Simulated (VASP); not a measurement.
Here is a VASP 6.6.1 calculation.

The input POSCAR:

```
WC
1.0
    2.8923244521      0.0000000000      0.0000000000
   -1.4461622261      2.5048264515      0.0000000000
    0.0000000000      0.0000000000      2.8179010458
W C
1 1
Direct
    0.0000000000      0.0000000000      0.0000000000
    0.6666666667      0.3333333333      0.5000000000
```

INCAR.step1

```
  PREC = Accurate
  ENCUT = 600
  ISMEAR = 0
  SIGMA = 0.05
  LREAL = F
  LASPH = T
  NELM = 60
  GGA = PE
  ALGO = Normal
  EDIFF = 1E-4
  LWAVE = T
  LCHARG = F
```

The input INCAR.step2:

```
  PREC = Accurate
  ENCUT = 600
  EDIFF = 1E-6
  ISMEAR = 0
  SIGMA = 0.05
  LREAL = F
  LASPH = T
  NELM = 60
  ALGO = Normal
  ISIF = 4
  LWAVE = F
  LCHARG = F
  METAGGA = R2SCAN
  LMIXTAU = T
  IBRION = 2
  NSW = 60
  EDIFFG = -0.01
  ISTART = 1
```

KPOINTS

```
Automatic mesh
0
Gamma
  14 14 12
```

Potentials or basis: VASP PAW PBE potentials, release 64 (W_sv, C).

Launch:

```sh
$ cat potpaw_PBE.64/W_sv/POTCAR potpaw_PBE.64/C/POTCAR > POTCAR
$ cp INCAR.step1 INCAR
$ mpirun -np 1 vasp_std > vasp.out
$ cp INCAR.step2 INCAR
$ mpirun -np 1 vasp_std > vasp.out
```

Task: Predict the band gap on the k mesh.

Result: Zero (bands 9 and 10 overlap by 1.38 eV).

Final structure:
```cif
data_structure
_symmetry_space_group_name_H-M 'P 1'
_symmetry_Int_Tables_number 1
_cell_length_a 2.8903
_cell_length_b 2.8903
_cell_length_c 2.8219
_cell_angle_alpha 90.000
_cell_angle_beta 90.000
_cell_angle_gamma 120.000
_cell_volume 20.42
loop_
_atom_site_label
_atom_site_type_symbol
_atom_site_fract_x
_atom_site_fract_y
_atom_site_fract_z
_atom_site_occupancy
W1 W 0.00000 0.00000 0.00000 1
C1 C 0.66667 0.33333 0.50000 1
```

Caveat: spin-orbit coupling is left out, which moves the levels of the heavy elements.
